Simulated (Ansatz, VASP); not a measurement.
AlN in VASP and in Ansatz

```
Al N
1.0
     3.27571    0.00000    0.00000
    -1.63786    2.83685    0.00000
     0.00000    0.00000    4.10049
Al N
2 2
Direct
  0.33333 0.66667 0.00000
  0.66667 0.33333 0.50000
  0.33333 0.66667 0.50000
  0.66667 0.33333 0.00000
```

Alike in both runs: task relaxation of cell and atoms; functional LDA; k mesh 9 × 9 × 6; occupations gaussian, width 0.02 eV; no spin polarisation.

|  | VASP | Ansatz |
| --- | --- | --- |
| version | VASP 6.6.1 | Ansatz 0.2.0 |
| potentials or method | VASP PAW LDA potentials, release 64 (Al, N), cutoff 600 eV | scalar-relativistic, plane waves, PAW |
| valence electrons in the cell | 16 | 16 |

```tsv
	VASP	Ansatz	Ansatz less VASP
gap on the k mesh at the Fermi level, each at its own relaxed structure (eV)	3.61	3.62	+0.007
relaxed volume (Å³/atom)	9.55	9.53	-0.023
relaxed cell length with the largest relative difference (Å)	3.279	3.276	-0.0032
```

Ansatz warns that its potentials were made for another functional, while VASP's fit it. LDA's correlation is that of Perdew and Zunger in VASP and of Perdew and Wang (1992) in Ansatz.
